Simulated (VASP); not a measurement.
## SnSe: single point with r2SCAN

The system is SnSe, a slab with vacuum.

```
Sn Se
1.0
     4.28533    0.00000    0.00000
     0.00000    4.28533    0.00000
     0.00000    0.00000   10.99069
Sn Se
2 2
Direct
  0.50000 0.00000 0.37223
  0.00000 0.50000 0.62777
  0.50000 0.00000 0.61604
  0.00000 0.50000 0.38396
```

```json
{"Program": "VASP 6.6.1", "Task": "single point", "Functional": "r2SCAN", "Potentials or basis": "VASP PAW PBE potentials, release 64 (Sn_d, Se)", "Cutoff": "520 eV", "k mesh": "6 × 6 × 2", "Occupations": "gaussian, width 0.1 eV", "Spin": "no spin polarisation", "Dipole correction": "no", "Further INCAR settings": "ALGO = Normal; EDIFF = 1e-07; NBANDS = 28"}
```

- Largest force: 0.016 eV/Å
- Band gap on the k mesh: 1.77 eV, direct

Forces on the atoms (eV/Å):
```
Sn   0.000  0.000 -0.016
Sn   0.000  0.000  0.016
Se   0.000  0.000  0.000
Se   0.000  0.000  0.000
```

Levels at points of the mesh, in eV from the valence-band top:
```tsv
k point	band 18	band 19	band 20	band 21	band 22	band 23
(0.00, 0.00, 0.00)	-1.81	-1.81	-0.30	1.91	4.19	4.23
(0.50, 0.00, 0.00)	-1.63	-0.14	-0.14	1.84	1.84	2.32
(0.50, 0.50, 0.00)	-3.32	-1.77	-1.77	4.02	4.02	5.18
(0.00, 0.00, 0.50)	-1.81	-1.81	-0.30	1.77	4.23	4.77
(0.50, 0.00, 0.50)	-1.63	-0.14	-0.14	1.84	1.84	2.32
(0.50, 0.50, 0.50)	-3.32	-1.77	-1.77	3.98	3.98	5.24
```

Run time: 4.4 min on 1 thread of Intel(R) Xeon(R) Platinum 8488C (Sapphire Rapids), with other jobs on the host, peak memory 0.37 GiB.

Caveat: the PAW data sets were made with another functional, which shifts forces and pressure a little; spin-orbit coupling is left out, which moves the levels of the heavy elements.
